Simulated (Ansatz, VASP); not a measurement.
# HfN in VASP and in Ansatz

```
Hf N
1.0
     0.00000    2.23641    2.25900
     2.23641    0.00000    2.25900
     2.23641    2.23641    0.00000
Hf N
1 1
Direct
  0.00000 0.00000 0.00000
  0.50000 0.50000 0.50000
```

Change from the starting cell: equal xx and yy strain of -1 %.

Alike in both runs: task single point; functional PBE; k mesh 10 × 10 × 10; occupations fermi-dirac, width 0.03 eV; no spin polarisation.

|  | VASP | Ansatz |
| --- | --- | --- |
| version | VASP 6.6.1 | Ansatz 0.2.0 |
| potentials or method | VASP PAW PBE potentials, release 64 (Hf_pv, N), cutoff 520 eV | all-electron LAPW, scalar-relativistic |

```tsv
	VASP	Ansatz	Ansatz less VASP
pressure (GPa)	9.1	11.6	+2.50
traceless stress, the component that is largest in VASP (GPa)	-3.03	-3.10	-0.071
```

Ansatz ran all-electron here, and VASP with PAW potentials.

Spin-orbit coupling is off throughout.
